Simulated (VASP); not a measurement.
A run of VASP 6.6.1 is set up as follows.

Contents of INCAR:

```
SYSTEM = NaI
PREC = Accurate
ENCUT = 520
EDIFF = 1E-8
ISMEAR = -1
SIGMA = 0.02
LREAL = .False.
LASPH = .True.
NELM = 100
ALGO = Normal
ISIF = 2
LWAVE = .False.
LCHARG = .False.
GGA = CA
LEFG = .True.
NBANDS = 14
```

Contents of KPOINTS:

```
Automatic mesh
0
Gamma
  8 8 8
  0 0 0
```

POSCAR

```
NaI
1.0
    0.0000000000      3.2364000000      3.2040360000
    3.2364000000      0.0000000000      3.2040360000
    3.2364000000      3.2364000000      0.0000000000
Na I
1 1
Direct
    0.0000000000      0.0000000000      0.0000000000
    0.5000000000      0.5000000000      0.5000000000
```

Potentials or basis: VASP PAW LDA potentials, release 64 (Na_pv, I).

The run is started by

```console
$ cat potpaw_LDA.64/Na_pv/POTCAR potpaw_LDA.64/I/POTCAR > POTCAR
$ mpirun -np 1 vasp_std > vasp.out
```

(1) Estimate the band gap on the k mesh.

(2) Predict the pressure.

Results:

(1) 3.37 eV.

(2) -1.5 GPa.

Caveat: the cell differs from its parent crystal (zz strain of -1 %); without QUAD_EFG the Cq values of the log hold for a quadrupole moment of 1 mb, not for the nuclei; spin-orbit coupling is left out, which moves the levels of the heavy elements.
